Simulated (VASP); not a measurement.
# Mo in VASP: single point with PBEsol

Aim: the single point of Mo with PBEsol.

Everything below comes from runs of VASP 6.6.1. Logs are shortened: lines on timing, memory, paths and dates and some standing lists are left out, and cuts for length are marked.

### 1 The cell of the first run

The cell holds a slab with vacuum, 13 atoms: a = 4.426 Å, b = 4.426 Å, c = 25.840 Å, α = 90.00°, β = 90.00°, γ = 120.00°.

### 2 Single point, PBEsol

Input file INCAR:

```
SYSTEM = Mo
PREC = Accurate ; ENCUT = 520
EDIFF = 1E-6 ; ISMEAR = 0
SIGMA = 0.1 ; LREAL = .FALSE.
LASPH = .TRUE. ; NELM = 80
ALGO = Normal ; ISIF = 2
LWAVE = .FALSE. ; LCHARG = .FALSE.
LDIPOL = .TRUE. ; IDIPOL = 3
DIPOL = 0.5 0.5 0.500 ; GGA = PS
NBANDS = 103
```

Input file KPOINTS:

```
Automatic mesh
0
G
  9 9 1
  0 0 0
```

Input file POSCAR:

```
Mo
1.0
    4.4255081942      0.0000000000      0.0000000000
   -2.2127540971      3.8326025208      0.0000000000
    0.0000000000      0.0000000000     25.8402369282
Mo
13
Direct
    0.6666666667      0.3333333333      0.2997115074
    0.3333333333      0.6666666667      0.3278727259
    0.0000000000      0.0000000000      0.3557220668
    0.6666666667      0.3333333333      0.3945648823
    0.3333333333      0.6666666667      0.4287202249
    0.0000000000      0.0000000000      0.4643326273
    0.6666666667      0.3333333333      0.5000000009
    0.3333333333      0.6666666667      0.5356673733
    0.0000000000      0.0000000000      0.5712797759
    0.6666666667      0.3333333333      0.6054351154
    0.3333333333      0.6666666667      0.6442779354
    0.0000000000      0.0000000000      0.6721272736
    0.6666666667      0.3333333333      0.7002884908
```

Potentials or basis: VASP PAW PBE potentials, release 64 (Mo_sv).

On the command line:

```sh
$ cat potpaw_PBE.64/Mo_sv/POTCAR > POTCAR
$ mpirun -np 1 vasp_std > vasp.out
```

OUTCAR:

```text
SYSTEM = Mo
   PREC = Accurate
   ENCUT = 520
   EDIFF = 1E-6
   ISMEAR = 0
   LREAL = .FALSE.
   LASPH = .TRUE.
   NELM = 80
   ISIF = 2
   GGA = PS

 ion  position               nearest neighbor table
   1  0.667  0.333  0.300-   4 2.45   2 2.66   2 2.66   2 2.66   3 2.94   3 2.94   3 2.94
   2  0.333  0.667  0.328-   5 2.61   3 2.65   3 2.65   3 2.65   1 2.66   1 2.66   1 2.66   4 3.08
                             4 3.08   4 3.08
   3  0.000  0.000  0.356-   2 2.65   2 2.65   2 2.65   4 2.75   4 2.75   4 2.75   6 2.81   1 2.94
                             1 2.94   1 2.94   5 3.18   5 3.18   5 3.18
   4  0.667  0.333  0.395-   1 2.45   5 2.70   5 2.70   5 2.70   7 2.72   3 2.75   3 2.75   3 2.75
                             2 3.08   2 3.08   2 3.08   6 3.13   6 3.13   6 3.13
   5  0.333  0.667  0.429-   2 2.61   4 2.70   4 2.70   4 2.70   6 2.72   6 2.72   6 2.72   8 2.76
                             7 3.15   7 3.15   7 3.15   3 3.18   3 3.18   3 3.18
   6  0.000  0.000  0.464-   5 2.72   5 2.72   5 2.72   7 2.72   7 2.72   7 2.72   9 2.76   3 2.81
                             4 3.13   4 3.13   4 3.13   8 3.15   8 3.15   8 3.15
   7  0.667  0.333  0.500-   8 2.72   8 2.72   8 2.72   6 2.72   6 2.72   6 2.72  10 2.72   4 2.72
                             9 3.15   9 3.15   9 3.15   5 3.15   5 3.15   5 3.15
   8  0.333  0.667  0.536-   9 2.72   9 2.72   9 2.72   7 2.72   7 2.72   7 2.72   5 2.76  11 2.81
                            10 3.13  10 3.13  10 3.13   6 3.15   6 3.15   6 3.15
   9  0.000  0.000  0.571-  12 2.61  10 2.70  10 2.70  10 2.70   8 2.72   8 2.72   8 2.72   6 2.76
                             7 3.15   7 3.15   7 3.15  11 3.18  11 3.18  11 3.18
  10  0.667  0.333  0.605-  13 2.45   9 2.70   9 2.70   9 2.70   7 2.72  11 2.75  11 2.75  11 2.75
                            12 3.08  12 3.08  12 3.08   8 3.13   8 3.13   8 3.13
  11  0.333  0.667  0.644-  12 2.65  12 2.65  12 2.65  10 2.75  10 2.75  10 2.75   8 2.81  13 2.94
                            13 2.94  13 2.94   9 3.18   9 3.18   9 3.18
  12  0.000  0.000  0.672-   9 2.61  11 2.65  11 2.65  11 2.65  13 2.66  13 2.66  13 2.66  10 3.08
                            10 3.08  10 3.08
  13  0.667  0.333  0.700-  10 2.45  12 2.66  12 2.66  12 2.66  11 2.94  11 2.94  11 2.94

  LATTYP: Found a hexagonal cell.
 ALAT       =     4.4255081942
 C/A-ratio  =     5.8389309870

  Lattice vectors:

 A1 = (   4.4255081942,   0.0000000000,   0.0000000000)
 A2 = (  -2.2127540971,   3.8326025208,   0.0000000000)
 A3 = (   0.0000000000,   0.0000000000,  25.8402369282)

Analysis of symmetry for initial positions (statically):
=====================================================================
 Subroutine PRICEL returns:
 Original cell was already a primitive cell.

 Routine SETGRP: Setting up the symmetry group for a
 hexagonal supercell.

 Subroutine GETGRP returns: Found 12 space group operations
 (whereof  6 operations were pure point group operations)
 out of a pool of 24 trial point group operations.

The static configuration has the point symmetry C_3v.
 The point group associated with its full space group is D_3d.

Analysis of symmetry for dynamics (positions and initial velocities):
=====================================================================
 Subroutine PRICEL returns:
 Original cell was already a primitive cell.

 Routine SETGRP: Setting up the symmetry group for a
 hexagonal supercell.

 Subroutine GETGRP returns: Found 12 space group operations
 (whereof  6 operations were pure point group operations)
 out of a pool of 24 trial point group operations.

The dynamic configuration has the point symmetry C_3v.
 The point group associated with its full space group is D_3d.

 Subroutine INISYM returns: Found 12 space group operations
 (whereof  6 operations are pure point group operations),
 and found     1 'primitive' translations

----------------------------------------------------------------------------------------

                                     Primitive cell

  volume of cell :     438.2818

  direct lattice vectors                    reciprocal lattice vectors
     4.425508194  0.000000000  0.000000000     0.225962750  0.130459654  0.000000000
    -2.212754097  3.832602521  0.000000000     0.000000000  0.260919309  0.000000000
     0.000000000  0.000000000 25.840236928     0.000000000  0.000000000  0.038699336

  length of vectors
     4.425508194  4.425508194 25.840236928     0.260919309  0.260919309  0.038699336

  position of ions in fractional coordinates (direct lattice)
     0.666666667  0.333333333  0.299711507
     0.333333333  0.666666667  0.327872726
     0.000000000  0.000000000  0.355722067
     0.666666667  0.333333333  0.394564882
     0.333333333  0.666666667  0.428720225
     0.000000000  0.000000000  0.464332627
     0.666666667  0.333333333  0.500000001
     0.333333333  0.666666667  0.535667373
     0.000000000  0.000000000  0.571279776
     0.666666667  0.333333333  0.605435115
     0.333333333  0.666666667  0.644277935
     0.000000000  0.000000000  0.672127274
     0.666666667  0.333333333  0.700288491

  ion indices of the primitive-cell ions
   primitive index   ion index
                 1           1
                 2           2
                 3           3
                 4           4
                 5           5
                 6           6
                 7           7
                 8           8
                 9           9
                10          10
                11          11
                12          12
                13          13

----------------------------------------------------------------------------------------

 KPOINTS: Automatic mesh

Automatic generation of k-mesh.
 Grid dimensions read from file:
 generate k-points for:    9    9    1

 Generating k-lattice:

  Cartesian coordinates                     Fractional coordinates (reciprocal lattice)
     0.025106972  0.014495517  0.000000000     0.111111111 -0.000000000  0.000000000
     0.000000000  0.028991034  0.000000000     0.000000000  0.111111111  0.000000000
     0.000000000  0.000000000  0.038699336     0.000000000  0.000000000  1.000000000

  Length of vectors
     0.028991034  0.028991034  0.038699336

  Shift w.r.t. Gamma in fractional coordinates (k-lattice)
     0.000000000  0.000000000  0.000000000

 Subroutine IBZKPT returns following result:
 ===========================================

 Found     12 irreducible k-points:

 Following reciprocal coordinates:
            Coordinates               Weight
  0.000000  0.000000  0.000000      1.000000
  0.111111 -0.000000  0.000000      6.000000
  0.222222 -0.000000  0.000000      6.000000
  0.333333 -0.000000  0.000000      6.000000
  0.444444 -0.000000  0.000000      6.000000
  0.111111  0.111111  0.000000      6.000000
  0.222222  0.111111  0.000000     12.000000
  0.333333  0.111111  0.000000     12.000000
  0.444444  0.111111  0.000000      6.000000
  0.222222  0.222222  0.000000      6.000000
  0.333333  0.222222  0.000000     12.000000
  0.333333  0.333333  0.000000      2.000000
   k-points           NKPTS =     12   k-points in BZ     NKDIM =     12   number of bands    NBANDS=    103
   number of dos      NEDOS =    301   number of ions     NIONS =     13
   total plane-waves  NPLWV = 248832
   dimension x,y,z NGX =    36 NGY =   36 NGZ =  192
   dimension x,y,z NGXF=    72 NGYF=   72 NGZF=  384
   ions per type =              13
   NGX,Y,Z   is equivalent  to a cutoff of  13.52, 13.52, 12.35 a.u.
   NGXF,Y,Z  is equivalent  to a cutoff of  27.05, 27.05, 24.71 a.u.
 SYSTEM =  Mo
   PREC   = accura    normal or accurate (medium, high low for compatibility)
   ISTART =      0    job   : 0-new  1-cont  2-samecut
   ICHARG =      2    charge: 1-file 2-atom 10-const
   ISPIN  =      1    spin polarized calculation?
   LNONCOLLINEAR =      F non collinear calculations
   LSORBIT =      F    spin-orbit coupling
   LASPH  =      T    aspherical Exc in radial PAW
   ENCUT  =  520.0 eV  38.22 Ry    6.18 a.u.   8.23  8.23 48.05*2*pi/ulx,y,z
   NELM   =     80;   NELMIN=  2; NELMDL= -5     # of ELM steps
   EDIFF  = 0.1E-05   stopping-criterion for ELM
   LREAL  =      F    real-space projection
   EDIFFG = 0.1E-04   stopping-criterion for IOM
   NSW    =      0    number of steps for IOM
   IBRION =     -1    ionic relax: 0-MD 1-quasi-New 2-CG
   NFREE  =      0    steps in history (QN), initial steepest desc. (CG)
   ISIF   =      2    stress and relaxation
   ISYM   =      2    0-nonsym 1-usesym 2-fastsym
   POTIM  = 0.5000    time-step for ionic-motion
   TEBEG  =    0.0;   TEEND  =   0.0 temperature during run
   PSTRESS=    0.0 pullay stress
   NELECT =     182.0000    total number of electrons
   NUPDOWN=      -1.0000    fix difference up-down
   EMIN   =  10.00;   EMAX   =-10.00  energy-range for DOS
   EFERMI =   0.00;   METHOD = LEGACY
   ISMEAR =     0;   SIGMA  =   0.10  broadening in eV -4-tet -1-fermi 0-gaus
   EFERMI_NEDOS =   21; number of points for ismear=-14 and -15
   IALGO  =     38    algorithm
   IMIX   =      4    mixing-type and parameters
     AMIX     =   0.40;   BMIX     =  1.00
     AMIX_MAG =   1.60;   BMIX_MAG =  1.00
  volume/ion in A,a.u.               =      33.71       227.51
  Fermi-wavevector in a.u.,A,eV,Ry     =   1.221371  2.308056 20.296441  1.491746
  Thomas-Fermi vector in A             =   2.356555
   LORBIT       =      0    0 simple, 1 ext, 2 COOP (PROOUT), +10 PAW based schemes
   GGA     = PS    functional components
   LHFCALC =     F    Hartree Fock is set to
   AEXX    =    0.0000 exact exchange contribution
   IVDW    =     0    specifies the selected vdW correction
   LEPSILON=     F    determine dielectric tensor
   LRPA    =     F    only Hartree local field effects (RPA)
 non-spin polarized calculation
 Gauss-broadening in eV      SIGMA  =   0.10
  energy-cutoff  :      520.00
  volume of cell :      438.28
 maximum number of plane-waves:     11826
 NGX is ok and might be reduce to    36
   NGX = 17   NGY = 17   NGZ = 97

 dipolmoment           0.000000      0.000000     -0.000000 electrons x Angstroem

 number of electron     182.0000024 magnetization

 dipolmoment           0.000000      0.000000      0.000000 electrons x Angstroem

 Free energy of the ion-electron system (eV)
  ---------------------------------------------------
  ext. energy  EPLUGINS =         0.00000000
  ---------------------------------------------------
  free energy    TOTEN  =      -146.09948524 eV

  energy without entropy =     -146.05952411  energy(sigma->0) =     -146.07950467

 E-fermi :   3.6380     XC(G=0):  -7.0309

 val. band max:        3.6310396076   @ k =   0.4444  -0.0000   0.0000
 cond. band min:       3.6482487942   @ k =   0.3333   0.3333   0.0000
 fundamental gap:      0.0172091866
 Fermi energy:         3.6380106416

 k-point     1 :       0.0000    0.0000    0.0000
  band No.  band energies     occupation
      1     -57.4772      2.00000
      2     -57.4303      2.00000
      3     -57.3286      2.00000
      4     -57.2758      2.00000
      5     -57.2410      2.00000
      6     -57.1479      2.00000
[... 95 lines left out ...]
    102       5.4142      0.00000
    103       5.4272      0.00000

 k-point     2 :       0.1111   -0.0000    0.0000
  band No.  band energies     occupation
      1     -57.4666      2.00000
      2     -57.4206      2.00000
      3     -57.3205      2.00000
      4     -57.2721      2.00000
      5     -57.2416      2.00000
      6     -57.1511      2.00000
[... 1155 lines left out ...]
    102       4.6254      0.00000
    103       4.9251      0.00000

------------------------ aborting loop because EDIFF is reached ----------------------------------------

 vacuum level on the upper side and lower side of the slab       (xc-potential included)        -0.129        -0.129

  FORCE on cell =-STRESS in cart. coord.  units (eV):
  Direction    XX          YY          ZZ          XY          YZ          ZX
  --------------------------------------------------------------------------------------
  -------------------------------------------------------------------------------------
  Total       -5.6612100     -5.6612100      0.5654874      0.0000000      0.0000000      0.0000000
  in kB      -20.6950474    -20.6950474      2.0671887      0.0000000      0.0000000      0.0000000
  external PRESSURE =     -13.1076354 kB  Pullay stress =       0.0000000 kB

 VOLUME and BASIS-vectors are now :
 -----------------------------------------------------------------------------
  energy-cutoff  :      520.00
  volume of cell :      438.28
      direct lattice vectors                 reciprocal lattice vectors
     4.425508194  0.000000000  0.000000000     0.225962750  0.130459654  0.000000000
    -2.212754097  3.832602521  0.000000000     0.000000000  0.260919309  0.000000000
     0.000000000  0.000000000 25.840236928     0.000000000  0.000000000  0.038699336

 POSITION                                       TOTAL-FORCE (eV/Angst)
 -----------------------------------------------------------------------------------
      2.21275      1.27753      7.74462        -0.000000     -0.000000     -0.057684
     -0.00000      2.55507      8.47231         0.000000     -0.000000     -0.024819
      0.00000      0.00000      9.19194        -0.000000      0.000000     -0.005557
      2.21275      1.27753     10.19565         0.000000     -0.000000      0.035341
     -0.00000      2.55507     11.07823         0.000000     -0.000000      0.005703
      0.00000      0.00000     11.99847         0.000000      0.000000      0.003319
      2.21275      1.27753     12.92012        -0.000000      0.000000     -0.000000
     -0.00000      2.55507     13.84177        -0.000000     -0.000000     -0.003319
      0.00000      0.00000     14.76200        -0.000000      0.000000     -0.005703
      2.21275      1.27753     15.64459        -0.000000      0.000000     -0.035341
     -0.00000      2.55507     16.64829         0.000000     -0.000000      0.005557
      0.00000      0.00000     17.36793        -0.000000      0.000000      0.024819
      2.21275      1.27753     18.09562        -0.000000      0.000000      0.057684
 -----------------------------------------------------------------------------------
    total drift:                               -0.000001      0.000000     -0.000023

  FREE ENERGIE OF THE ION-ELECTRON SYSTEM (eV)
  ---------------------------------------------------
  free  energy   TOTEN  =      -146.0994852356 eV

  energy  without entropy=     -146.0595241056  energy(sigma->0) =     -146.07950467

 vacuum level on the upper side and lower side of the slab         7.530         7.530
```

Run time: 14 min. Hardware: 1 thread of Intel Xeon 6975P-C (Granite Rapids), shared host; peak memory 0.73 GiB.

What came out:

| Property | Result |
| --- | --- |
| Free energy | -146.0995 eV |
| Largest force | 0.058 eV/Å |
| Band gap on the k mesh | zero (bands 91 and 92 overlap by 0.28 eV) |

Forces in eV/Å, atoms in the order of the input:
```
Mo   0.000  0.000 -0.058
Mo   0.000  0.000 -0.025
Mo   0.000  0.000 -0.006
Mo   0.000  0.000  0.035
Mo   0.000  0.000  0.006
Mo   0.000  0.000  0.003
Mo   0.000  0.000  0.000
Mo   0.000  0.000 -0.003
Mo   0.000  0.000 -0.006
Mo   0.000  0.000 -0.035
Mo   0.000  0.000  0.006
Mo   0.000  0.000  0.025
Mo   0.000  0.000  0.058
```

Caveat: the PAW data sets were made with another functional, which shifts forces and pressure a little.
